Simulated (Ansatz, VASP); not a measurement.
# One calculation of TiAl3, two programs

```
Ti Al
1.0
     4.52821    0.00000    0.00000
     0.00000    5.40042    0.00000
     0.00000    0.00000    5.10963
Ti Al
2 6
Direct
  0.00000 0.00000 0.62741
  0.50000 0.50000 0.37259
  0.00000 0.24556 0.15110
  0.00000 0.75444 0.15110
  0.50000 0.74556 0.84890
  0.50000 0.25444 0.84890
  0.50000 0.00000 0.32475
  0.00000 0.50000 0.67525
```

Alike in both runs: functional r2SCAN; k mesh 4 × 4 × 4; occupations gaussian, width 0.1 eV; no spin polarisation.

Ansatz relaxed the structure, and its values are those at the end. VASP's run is a single point on that final structure, the one shown.

|  | VASP | Ansatz |
| --- | --- | --- |
| version | VASP 6.6.1 | Ansatz 0.2.0 |
| potentials or method | VASP PAW PBE potentials, release 64 (Ti_sv, Al), cutoff 520 eV | scalar-relativistic, plane waves, PAW |
| valence electrons in the cell | 42 | 42 |

Ansatz gave:

| Quantity | Value |
| --- | --- |
| gap on the k mesh at the Fermi level (eV) | none |
| pressure (GPa) | 0.0 |
| rms of the force components (eV/Å) | 0.011 |

Problem. What did VASP give for the same quantities?

Solution. gap on the k mesh at the Fermi level (eV): none; pressure (GPa): -0.1; rms of the force components (eV/Å): 0.017.

VASP's potentials were made for PBE, not for r2SCAN. A gap of «none» marks a metal or a gap that the smearing closes. With one functional, cell and mesh, what is left measures potentials, basis and numerics.
